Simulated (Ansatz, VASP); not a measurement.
Two plane-wave programs on Te

```
CELL_PARAMETERS angstrom
4.19134 0.00000 0.00000
-2.09567 3.62981 0.00000
0.00000 0.00000 8.38018
ATOMIC_POSITIONS crystal
Te 0.00000 0.00000 0.00000
Te 0.00000 0.00000 0.50000
Te 0.33333 0.66667 0.75000
Te 0.66667 0.33333 0.25000
```

Alike in both runs: functional r2SCAN; k mesh 12 × 12 × 6; occupations gaussian, width 0.1 eV; no spin polarisation.

Ansatz relaxed the structure, and its values are those at the end. VASP's run is a single point on that final structure, the one shown.

|  | VASP | Ansatz |
| --- | --- | --- |
| version | VASP 6.6.1 | Ansatz 0.2.0 |
| potentials or method | VASP PAW PBE potentials, release 64 (Te), cutoff 520 eV | scalar-relativistic, plane waves, PAW |
| valence electrons in the cell | 24 | 64 |

|  | VASP | Ansatz | Ansatz less VASP |
| --- | --- | --- | --- |
| gap on the k mesh at the Fermi level (eV) | none | none | - |
| pressure (GPa) | 0.0 | 0.0 | +0.04 |

VASP's potentials were made for PBE, not for r2SCAN. A gap of «none» marks a metal or a gap that the smearing closes. The functional is the same, so the differences come from potentials, cutoffs and numerics. VASP's potentials hold 24 valence electrons a cell and Ansatz's 64, so a difference there can come from the potentials and not from the codes.

Neither program's run includes spin-orbit coupling.
